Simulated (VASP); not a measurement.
The system is Ta3Cu.

```
Ta Cu
1.0
    -1.97939    1.97939    4.15130
     1.97939   -1.97939    4.15130
     1.97939    1.97939   -4.15130
Ta Cu
3 1
Direct
  0.50000 0.50000 0.00000
  0.25000 0.75000 0.50000
  0.75000 0.25000 0.50000
  0.00000 0.00000 0.00000
```

Base run:

| Item | Value |
| --- | --- |
| Program | VASP 6.6.1 |
| Functional | PBE |
| Potentials or basis | VASP PAW PBE potentials, release 64 (Ta_pv, Cu) |
| Cutoff | 520 eV |
| k mesh | 9 × 9 × 9 |
| Occupations | fermi-dirac, width 0.05 eV |
| Spin | no spin polarisation |

Its results: band gap on the k mesh zero (bands 22 and 23 overlap by 1.42 eV); pressure 8.8 GPa.

Question: The run is repeated on the same cell with these changes: functional from PBE to PBEsol. What comes out?

Answer: Band gap on the k mesh zero (bands 22 and 23 overlap by 1.41 eV); pressure 1.7 GPa.

PBEsol binds more tightly than PBE, so the same cell stands under less pressure.

Caveats: spin-orbit coupling is left out, which moves the levels of the heavy elements; the cell stands under pressure (at least some runs); the PAW data sets were made with another functional, which shifts forces and pressure a little (at least some runs).
